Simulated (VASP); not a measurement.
# InPd (Pm-3m) in VASP: a series of runs

Runs on InPd. Level: PBE. Tasks: single point.

Everything below comes from runs of VASP 6.6.1. Logs are shortened: lines on timing, memory, paths and dates and some standing lists are left out, and cuts for length are marked.

### 1 The cell of the first run

The structure is cubic, space group Pm-3m (No. 221). Conventional cell: a = 3.238 Å, b = 3.238 Å, c = 3.238 Å, α = 90.00°, β = 90.00°, γ = 90.00°. Within 3.7 Å of In (site symmetry m-3m) lie 8 Pd at 2.80 Å and 6 In at 3.24 Å. Within 3.7 Å of Pd (site symmetry m-3m) lie 8 In at 2.80 Å and 6 Pd at 3.24 Å.

### 2 Single point, PBE (16.97 Å³/atom)

INCAR

```
SYSTEM = InPd
ALGO = Normal
EDIFF = 1E-7
ENCUT = 520
GGA = PE
ISIF = 2
ISMEAR = 0
LASPH = .TRUE.
LCHARG = .TRUE.
LELF = .TRUE.
LREAL = .FALSE.
LVHAR = .TRUE.
LWAVE = .FALSE.
NBANDS = 18
NELM = 80
PREC = Accurate
SIGMA = 0.1
```

KPOINTS

```
k-points
0
G
  14 14 14
  0 0 0
```

POSCAR

```
InPd
1.0
    3.2377903031      0.0000000000      0.0000000000
    0.0000000000      3.2377903031      0.0000000000
    0.0000000000      0.0000000000      3.2377903031
In Pd
1 1
Direct
    0.0000000000      0.0000000000      0.0000000000
    0.5000000000      0.5000000000      0.5000000000
```

Potentials or basis: VASP PAW PBE potentials, release 64 (In_d, Pd).

Launch:

```sh
$ cat potpaw_PBE.64/In_d/POTCAR potpaw_PBE.64/Pd/POTCAR > POTCAR
$ mpirun -np 1 vasp_std > vasp.out
```

OUTCAR:

```text
SYSTEM = InPd
   EDIFF = 1E-7
   ENCUT = 520
   GGA = PE
   ISIF = 2
   ISMEAR = 0
   LASPH = .TRUE.
   LREAL = .FALSE.
   NELM = 80
   PREC = Accurate

 ion  position               nearest neighbor table
   1  0.000  0.000  0.000-   2 2.80   2 2.80   2 2.80   2 2.80   2 2.80   2 2.80   2 2.80   2 2.80

   2  0.500  0.500  0.500-   1 2.80   1 2.80   1 2.80   1 2.80   1 2.80   1 2.80   1 2.80   1 2.80

  LATTYP: Found a simple cubic cell.
 ALAT       =     3.2377903031

  Lattice vectors:

 A1 = (   3.2377903031,   0.0000000000,   0.0000000000)
 A2 = (   0.0000000000,   3.2377903031,   0.0000000000)
 A3 = (   0.0000000000,   0.0000000000,   3.2377903031)

Analysis of symmetry for initial positions (statically):
=====================================================================
 Subroutine PRICEL returns:
 Original cell was already a primitive cell.

 Routine SETGRP: Setting up the symmetry group for a
 simple cubic supercell.

 Subroutine GETGRP returns: Found 48 space group operations
 (whereof 48 operations were pure point group operations)
 out of a pool of 48 trial point group operations.

The static configuration has the point symmetry O_h .

Analysis of symmetry for dynamics (positions and initial velocities):
=====================================================================
 Subroutine PRICEL returns:
 Original cell was already a primitive cell.

 Routine SETGRP: Setting up the symmetry group for a
 simple cubic supercell.

 Subroutine GETGRP returns: Found 48 space group operations
 (whereof 48 operations were pure point group operations)
 out of a pool of 48 trial point group operations.

The dynamic configuration has the point symmetry O_h .

 Subroutine INISYM returns: Found 48 space group operations
 (whereof 48 operations are pure point group operations),
 and found     1 'primitive' translations

----------------------------------------------------------------------------------------

                                     Primitive cell

  volume of cell :      33.9427

  direct lattice vectors                    reciprocal lattice vectors
     3.237790303  0.000000000  0.000000000     0.308852614  0.000000000  0.000000000
     0.000000000  3.237790303  0.000000000     0.000000000  0.308852614  0.000000000
     0.000000000  0.000000000  3.237790303     0.000000000  0.000000000  0.308852614

  length of vectors
     3.237790303  3.237790303  3.237790303     0.308852614  0.308852614  0.308852614

  position of ions in fractional coordinates (direct lattice)
     0.000000000  0.000000000  0.000000000
     0.500000000  0.500000000  0.500000000

  ion indices of the primitive-cell ions
   primitive index   ion index
                 1           1
                 2           2

----------------------------------------------------------------------------------------

 KPOINTS: k-points

Automatic generation of k-mesh.
 Grid dimensions read from file:
 generate k-points for:   14   14   14

 Generating k-lattice:

  Cartesian coordinates                     Fractional coordinates (reciprocal lattice)
     0.022060901  0.000000000  0.000000000     0.071428571  0.000000000  0.000000000
     0.000000000  0.022060901  0.000000000     0.000000000  0.071428571  0.000000000
     0.000000000  0.000000000  0.022060901     0.000000000  0.000000000  0.071428571

  Length of vectors
     0.022060901  0.022060901  0.022060901

  Shift w.r.t. Gamma in fractional coordinates (k-lattice)
     0.000000000  0.000000000  0.000000000

 Subroutine IBZKPT returns following result:
 ===========================================

 Found    120 irreducible k-points:

 Following reciprocal coordinates:
            Coordinates               Weight
  0.000000  0.000000  0.000000      1.000000
  0.071429  0.000000  0.000000      6.000000
  0.142857  0.000000  0.000000      6.000000
  0.214286  0.000000  0.000000      6.000000
  0.285714  0.000000  0.000000      6.000000
  0.357143  0.000000  0.000000      6.000000
[... 16 lines left out ...]
  0.285714  0.214286  0.000000     24.000000
  0.357143  0.214286  0.000000     24.000000
 [... further k-points ...]
   k-points           NKPTS =    120   k-points in BZ     NKDIM =    120   number of bands    NBANDS=     18
   number of dos      NEDOS =    301   number of ions     NIONS =      2
   total plane-waves  NPLWV =  13824
   dimension x,y,z NGX =    24 NGY =   24 NGZ =   24
   dimension x,y,z NGXF=    48 NGYF=   48 NGZF=   48
   ions per type =               1   1
   NGX,Y,Z   is equivalent  to a cutoff of  12.32, 12.32, 12.32 a.u.
   NGXF,Y,Z  is equivalent  to a cutoff of  24.65, 24.65, 24.65 a.u.
 SYSTEM =  InPd
   PREC   = accura    normal or accurate (medium, high low for compatibility)
   ISTART =      0    job   : 0-new  1-cont  2-samecut
   ICHARG =      2    charge: 1-file 2-atom 10-const
   ISPIN  =      1    spin polarized calculation?
   LNONCOLLINEAR =      F non collinear calculations
   LSORBIT =      F    spin-orbit coupling
   LASPH  =      T    aspherical Exc in radial PAW
   ENCUT  =  520.0 eV  38.22 Ry    6.18 a.u.   6.02  6.02  6.02*2*pi/ulx,y,z
   NELM   =     80;   NELMIN=  2; NELMDL= -5     # of ELM steps
   EDIFF  = 0.1E-06   stopping-criterion for ELM
   LREAL  =      F    real-space projection
   EDIFFG = 0.1E-05   stopping-criterion for IOM
   NSW    =      0    number of steps for IOM
   IBRION =     -1    ionic relax: 0-MD 1-quasi-New 2-CG
   NFREE  =      0    steps in history (QN), initial steepest desc. (CG)
   ISIF   =      2    stress and relaxation
   ISYM   =      2    0-nonsym 1-usesym 2-fastsym
   POTIM  = 0.5000    time-step for ionic-motion
   TEBEG  =    0.0;   TEEND  =   0.0 temperature during run
   PSTRESS=    0.0 pullay stress
   NELECT =      23.0000    total number of electrons
   NUPDOWN=      -1.0000    fix difference up-down
   EMIN   =  10.00;   EMAX   =-10.00  energy-range for DOS
   EFERMI =   0.00;   METHOD = LEGACY
   ISMEAR =     0;   SIGMA  =   0.10  broadening in eV -4-tet -1-fermi 0-gaus
   EFERMI_NEDOS =   21; number of points for ismear=-14 and -15
   IALGO  =     38    algorithm
   IMIX   =      4    mixing-type and parameters
     AMIX     =   0.40;   BMIX     =  1.00
     AMIX_MAG =   1.60;   BMIX_MAG =  1.00
  volume/ion in A,a.u.               =      16.97       114.53
  Fermi-wavevector in a.u.,A,eV,Ry     =   1.437922  2.717279 28.131682  2.067620
  Thomas-Fermi vector in A             =   2.556946
   LORBIT       =      0    0 simple, 1 ext, 2 COOP (PROOUT), +10 PAW based schemes
   GGA     = PE    functional components
   LHFCALC =     F    Hartree Fock is set to
   AEXX    =    0.0000 exact exchange contribution
   IVDW    =     0    specifies the selected vdW correction
   LEPSILON=     F    determine dielectric tensor
   LRPA    =     F    only Hartree local field effects (RPA)
 non-spin polarized calculation
 Gauss-broadening in eV      SIGMA  =   0.10
  energy-cutoff  :      520.00
  volume of cell :       33.94
 maximum number of plane-waves:       931
   NGX = 13   NGY = 13   NGZ = 13

 number of electron      22.9999987 magnetization

 Free energy of the ion-electron system (eV)
  ---------------------------------------------------
  ext. energy  EPLUGINS =         0.00000000
  ---------------------------------------------------
  free energy    TOTEN  =        -8.69604680 eV

  energy without entropy =       -8.69294260  energy(sigma->0) =       -8.69449470

 E-fermi :  11.0748     XC(G=0): -12.4107

 val. band max:       11.0606646537   @ k =   0.2857   0.0714   0.0000
 cond. band min:      11.1432938905   @ k =   0.4286   0.4286   0.3571
 fundamental gap:      0.0826292368
 Fermi energy:        11.0747550552

 k-point     1 :       0.0000    0.0000    0.0000
  band No.  band energies     occupation
      1      -4.0663      2.00000
      2      -4.0663      2.00000
      3      -3.6189      2.00000
      4      -3.6189      2.00000
      5      -3.6189      2.00000
      6       0.6629      2.00000
[... 10 lines left out ...]
     17      21.7848      0.00000
     18      27.0720      0.00000

 k-point     2 :       0.0714    0.0000    0.0000
  band No.  band energies     occupation
      1      -4.0631      2.00000
      2      -4.0474      2.00000
      3      -3.6246      2.00000
      4      -3.6246      2.00000
      5      -3.6171      2.00000
      6       0.7462      2.00000
[... 10 lines left out ...]
     17      22.2566      0.00000
     18      27.0212      0.00000

 k-point     3 :       0.1429    0.0000    0.0000
  band No.  band energies     occupation
      1      -4.0540      2.00000
      2      -3.9943      2.00000
      3      -3.6406      2.00000
      4      -3.6406      2.00000
      5      -3.6121      2.00000
      6       0.9957      2.00000
[... 10 lines left out ...]
     17      23.7957      0.00000
     18      26.4614      0.00000

 k-point     4 :       0.2143    0.0000    0.0000
  band No.  band energies     occupation
      1      -4.0407      2.00000
      2      -3.9178      2.00000
      3      -3.6637      2.00000
      4      -3.6637      2.00000
      5      -3.6048      2.00000
      6       1.4094      2.00000
[... 375 lines left out ...]
      4      -3.6783      2.00000
      5      -3.6446      2.00000
      6       2.1190      2.00000
[... 10 lines left out ...]
     17      24.9678      0.00000
     18      25.9230      0.00000

 k-point    23 :       0.2857    0.2143    0.0000
  band No.  band energies     occupation
      1      -3.9460      2.00000
      2      -3.7773      2.00000
      3      -3.7441      2.00000
      4      -3.7005      2.00000
      5      -3.6533      2.00000
      6       2.6488      2.00000
[... 10 lines left out ...]
     17      24.6330      0.00000
     18      25.9520      0.00000

 k-point    24 :       0.3571    0.2143    0.0000
  band No.  band energies     occupation
      1      -3.9321      2.00000
      2      -3.8130      2.00000
      3      -3.7249      2.00000
      4      -3.6703      2.00000
      5      -3.6565      2.00000
      6       3.2908      2.00000
[... 10 lines left out ...]
     17      24.0790      0.00000
     18      24.6350      0.00000

 [... further k-points ...]

------------------------ aborting loop because EDIFF is reached ----------------------------------------

  FORCE on cell =-STRESS in cart. coord.  units (eV):
  Direction    XX          YY          ZZ          XY          YZ          ZX
  --------------------------------------------------------------------------------------
  -------------------------------------------------------------------------------------
  Total        1.7501286      1.7501286      1.7501286     -0.0000000      0.0000000     -0.0000000
  in kB       82.6103352     82.6103352     82.6103352     -0.0000000      0.0000000     -0.0000000
  external PRESSURE =      82.6103352 kB  Pullay stress =       0.0000000 kB

 VOLUME and BASIS-vectors are now :
 -----------------------------------------------------------------------------
  energy-cutoff  :      520.00
  volume of cell :       33.94
      direct lattice vectors                 reciprocal lattice vectors
     3.237790303  0.000000000  0.000000000     0.308852614  0.000000000  0.000000000
     0.000000000  3.237790303  0.000000000     0.000000000  0.308852614  0.000000000
     0.000000000  0.000000000  3.237790303     0.000000000  0.000000000  0.308852614

 POSITION                                       TOTAL-FORCE (eV/Angst)
 -----------------------------------------------------------------------------------
      0.00000      0.00000      0.00000         0.000000      0.000000      0.000000
      1.61890      1.61890      1.61890         0.000000      0.000000      0.000000
 -----------------------------------------------------------------------------------
    total drift:                                0.000000      0.000000     -0.000000

  FREE ENERGIE OF THE ION-ELECTRON SYSTEM (eV)
  ---------------------------------------------------
  free  energy   TOTEN  =        -8.6960467953 eV

  energy  without entropy=       -8.6929426010  energy(sigma->0) =       -8.69449470
```

It took 18 s on 1 thread of Intel Xeon 6975P-C (Granite Rapids), shared host; peak memory 0.19 GiB.

What came out:

```yaml
Free_energy: -8.6960 eV
Pressure: 8.3 GPa
Band_gap_on_the_k_mesh: zero (an odd number of electrons rules out a gap without spin polarisation)
```

Levels at points of the mesh, in eV from the Fermi level:
```tsv
k point	band 8	band 9	band 10	band 11	band 12	band 13	band 14	band 15	band 16	band 17
(0.00, 0.00, 0.00)	-4.06	-2.43	-2.43	-2.43	4.19	4.19	4.19	9.77	10.71	10.71
(0.50, 0.00, 0.00)	-4.05	-3.48	-3.48	-2.52	-1.22	9.75	9.75	9.91	10.84	10.84
(0.50, 0.50, 0.00)	-2.86	-2.86	-2.53	-2.53	-1.83	1.53	2.49	9.62	11.33	11.33
(0.50, 0.50, 0.50)	-5.16	-1.79	-1.79	-0.03	3.75	3.75	3.75	4.44	4.44	4.44
```

Caveat: the cell stands under pressure; spin-orbit coupling is left out, which moves the levels of the heavy elements.

[end of part 1 of 3]

The gap in the log of VASP goes by the Fermi energy; the results here count the filled bands.